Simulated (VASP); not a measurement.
BN:

```
CELL_PARAMETERS angstrom
2.50058 0.00000 0.00000
-1.25029 2.16557 0.00000
0.00000 0.00000 6.52364
ATOMIC_POSITIONS crystal
B 0.33333 0.66667 0.25000
B 0.66667 0.33333 0.75000
N 0.33333 0.66667 0.75000
N 0.66667 0.33333 0.25000
```

Base run:

* Program: VASP 6.6.1
* Functional: PBE
* Potentials or basis: VASP PAW PBE potentials, release 64 (B, N)
* Cutoff: 520 eV
* k mesh: 12 × 12 × 4
* Occupations: fermi-dirac, width 0.02 eV
* Spin: no spin polarisation

Its results: band gap on the k mesh 4.24 eV, indirect (least direct gap 4.65 eV); pressure 4.7 GPa.

Q: The run is repeated on the same cell with these changes: functional from PBE to r2SCAN; dispersion from none to rVV10. What comes out?

A: Band gap on the k mesh 4.80 eV, indirect (least direct gap 5.21 eV); pressure 0.4 GPa.

Several settings changed at once, so the effect can't be laid on one alone.

Caveats: this functional lacks dispersion, which binds the layers, so the pressure and a relaxed spacing across them are unreliable (some runs); the PAW data sets were made with another functional, which shifts forces and pressure a little (some runs).

A k mesh can miss the band edges.
